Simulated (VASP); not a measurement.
Wanted: the native input for a VASP 6.6.1 run.

```yaml
Task: single point
Functional: PBE
Potentials_or_basis: VASP PAW PBE potentials, release 64 (Ca_sv, Tl_d, Ir)
Cutoff: 520 eV
k_mesh: 8 × 8 × 8
Occupations: gaussian, width 0.1 eV
Spin: collinear spin
Starting_moments: "[0.0, 0.0, 0.38, 0.38, 0.38] μB"
Dipole_correction: no
Further_INCAR_settings: ALGO = Normal; EDIFF = 1e-06; NBANDS = 37
```

The structure of CaTlIr3 lies in POSCAR:

```
CaTlIr3
1.0
    5.0117216882      0.0000000000      0.0000000000
    0.0000000000      5.0117216882      0.0000000000
    0.0000000000      0.0000000000      5.0117216882
Ca Tl Ir
1 1 3
Direct
    0.5000000000      0.5000000000      0.5000000000
    0.0000000000      0.0000000000      0.0000000000
    0.5000000000      0.0000000000      0.0000000000
    0.0000000000      0.5000000000      0.0000000000
    0.0000000000      0.0000000000      0.5000000000
```

The cell was built from a structure type or drawn by symmetry, and may not be a known phase.

One way to write it, as run:

INCAR

```
SYSTEM = CaTlIr3
  PREC = Accurate
  ENCUT = 520
  EDIFF = 1E-6
  ISMEAR = 0
  SIGMA = 0.1
  LREAL = .False.
  LASPH = .True.
  NELM = 150
  ALGO = Normal
  ISIF = 2
  LWAVE = .False.
  LCHARG = .False.
  ISPIN = 2
  MAGMOM = 0 0 0.38 0.38 0.38
  LORBIT = 11
  LMAXMIX = 4
  GGA = PE
  NBANDS = 37
```

KPOINTS

```
regular mesh
0
Gamma
  8 8 8
  0 0 0
```

Potentials or basis: VASP PAW PBE potentials, release 64 (Ca_sv, Tl_d, Ir).

Run with:

```console
$ cat potpaw_PBE.64/Ca_sv/POTCAR potpaw_PBE.64/Tl_d/POTCAR potpaw_PBE.64/Ir/POTCAR > POTCAR
$ mpirun -np 1 vasp_std > vasp.out
```

Results of the run:

```yaml
Pressure: 0.1 GPa
Net_moment: 1.60 μB per cell
Site_moments: Ca -0.01; Tl -0.01; Ir +0.54 μB
Valence_electrons_inside_the_program's_atomic_spheres: Ca 8.01; Tl 11.81; Ir 7.94
```

Wall time 5.4 min on 1 thread of Intel(R) Xeon(R) Platinum 8488C (Sapphire Rapids), with other jobs on the host, peak memory 0.46 GiB.
